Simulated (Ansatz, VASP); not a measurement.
Given: the input of a run of VASP 6.6.1 on CuAs3.

File INCAR:

```
PREC = Accurate
ENCUT = 520
EDIFF = 1E-6
ISMEAR = -1
SIGMA = 0.05
LREAL = F
LASPH = T
NELM = 60
ALGO = Normal
ISIF = 2
LWAVE = F
LCHARG = F
GGA = PE
NBANDS = 21
```

The input KPOINTS:

```
regular mesh
0
Gamma
  6 6 6
```

POSCAR

```
CuAs3
1.0
    0.0000000000      3.8316845500      3.8316845500
    3.8316845500      0.0000000000      3.8316845500
    3.8316845500      3.8316845500      0.0000000000
Cu As
1 3
Direct
    0.0000000000      0.0000000000      0.0000000000
    0.2500000000      0.2500000000      0.2500000000
    0.7500000000      0.7500000000      0.7500000000
    0.5000000000      0.5000000000      0.5000000000
```

Potentials or basis: VASP PAW PBE potentials, release 64 (Cu, As).

Run with:

```console
$ cat potpaw_PBE.64/Cu/POTCAR potpaw_PBE.64/As/POTCAR > POTCAR
$ mpirun -np 1 vasp_std > vasp.out
```

**Question.** Translate it to Ansatz 0.2.0. Potentials there: all-electron LAPW, scalar-relativistic.

**Answer.** As run (the cutoff follows the program's own potentials):

File input.yaml:

```yaml
crystal:
  lattice:
    - [0.0, 3.83168455, 3.83168455]
    - [3.83168455, 0.0, 3.83168455]
    - [3.83168455, 3.83168455, 0.0]
  atoms:
    - { symbol: Cu, position: [0.0, 0.0, 0.0] }
    - { symbol: As, position: [0.25, 0.25, 0.25] }
    - { symbol: As, position: [0.75, 0.75, 0.75] }
    - { symbol: As, position: [0.5, 0.5, 0.5] }
kpoints:
  mp_grid: { grid: [6, 6, 6] }
scf:
  occupations: { method: fermi_dirac, width: 0.05 }
hamiltonian:
  xc: pbe
  pseudopotentials: { kind: all_electron, lapw: { basis_error: 0.001 } }
output:
  forces: true
  stress: true
  eigenvalues: true
```

Potentials or basis: all-electron LAPW, scalar-relativistic.

The run is started by

```bash
$ ansatz run input.yaml --threads 2 --pin off --max-ram 6144MiB --backend cpu --events-out ev --progress --plain --runs-dir out
```

Both were run:

|  | VASP | Ansatz | Ansatz less VASP |
| --- | --- | --- | --- |
| gap on the k mesh at the Fermi level (eV) | none | none | - |
| pressure (GPa) | -13.7 | -13.7 | +0.01 |

A gap of «none» marks a metal or a gap that the smearing closes. Ansatz ran all-electron here, and VASP with PAW potentials.
